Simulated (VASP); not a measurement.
Runs of VASP 6.6.1 on HfN. The structure is that of space group Fm-3m (No. 225), or close to it. The cells are those of the table. 

```tsv
task	level	potentials or basis	cell	k mesh	cutoff (eV)	gap on the mesh (eV)	pressure (GPa)	relaxed volume (Å³/atom)
relaxation of cell and atoms	r2SCAN	VASP PAW PBE potentials, release 64 (Hf_pv, N)	relaxed from a = 3.190 Å, angles 60.0°, 2 atoms	12 × 12 × 12	600	none	-0.1	-
relaxation of cell and atoms	LDA	VASP PAW LDA potentials, release 64 (Hf_pv, N)	relaxed from a = 3.190 Å, angles 60.0°, 2 atoms	12 × 12 × 12	600	none	0.0	(a)
relaxation of the atoms	r2SCAN	VASP PAW PBE potentials, release 64 (Hf_pv, N)	atoms relaxed from a = 3.200 Å, angles 60.0°, 2 atoms	13 × 13 × 13	520	none	-2.7	-
relaxation of the atoms	r2SCAN	VASP PAW PBE potentials, release 64 (Hf_pv, N)	atoms relaxed from a = 3.135 Å, angles 60.0°, 2 atoms	13 × 13 × 13	520	none	17.0	-
relaxation of cell and atoms	PBEsol	VASP PAW PBE potentials, release 64 (Hf_pv, N)	relaxed from a = 3.190 Å, angles 60.0°, 2 atoms	12 × 12 × 12	600	none	0.0	11.31
relaxation of the atoms	r2SCAN	VASP PAW PBE potentials, release 64 (Hf_pv, N)	atoms relaxed from a = 3.179 Å, angles 60.0°, 2 atoms	13 × 13 × 13	520	none	3.2	-
relaxation of the atoms	r2SCAN	VASP PAW PBE potentials, release 64 (Hf_pv, N)	atoms relaxed from a = 3.157 Å, angles 60.0°, 2 atoms	13 × 13 × 13	520	none	9.7	-
```

Alike in all rows: no spin polarisation; smearing fermi-dirac 0.1 eV.

Question: Fill in the values left out.

Answer: (a) 11.10.

Caveats: spin-orbit coupling is left out, which moves the levels of the heavy elements; an odd number of electrons without spin polarisation forces a metal; a magnetic or distorted state may lie lower; the PAW data sets were made with another functional, which shifts forces and pressure a little (at least some runs); the relaxation stopped at its first step, so nothing moved (at least some runs).

A k mesh can miss the band edges, and the runs leave out spin-orbit coupling on Hf.

A gap of «none» marks levels without a gap at the run's occupations.
